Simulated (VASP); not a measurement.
Here is a VASP 6.6.1 calculation.

The input INCAR:

```
PREC = Accurate
ENCUT = 500
EDIFF = 1E-6
ISMEAR = -1
SIGMA = 0.001
LREAL = False
LASPH = True
NELM = 120
ALGO = Normal
ISIF = 2
LWAVE = False
LCHARG = True
GGA = PE
LELF = True
LVHAR = True
NBANDS = 16
GGA_COMPAT = False
```

Contents of KPOINTS:

```
regular mesh
0
Gamma
  6 6 4
```

POSCAR

```
NaH
1.0
    3.9533072863      0.0000000000      0.0000000000
   -1.9766536431      3.4236645389      0.0000000000
    0.0000000000      0.0000000000      4.8283237758
Na H
2 2
Direct
    0.3333333333      0.6666666667      0.2500000000
    0.6666666667      0.3333333333      0.7500000000
    0.6666666667      0.3333333333      0.2500000000
    0.3333333333      0.6666666667      0.7500000000
```

Potentials or basis: VASP PAW PBE potentials, release 64 (Na_pv, H).

The run is started by

```sh
$ cat potpaw_PBE.64/Na_pv/POTCAR potpaw_PBE.64/H/POTCAR > POTCAR
$ mpirun -np 1 vasp_std > vasp.out
```

(1) Estimate the band gap on the k mesh.

(2) What does it give for the pressure?

Answers

(1) 3.33 eV, indirect (least direct gap 4.24 eV).

(2) 0.3 GPa.
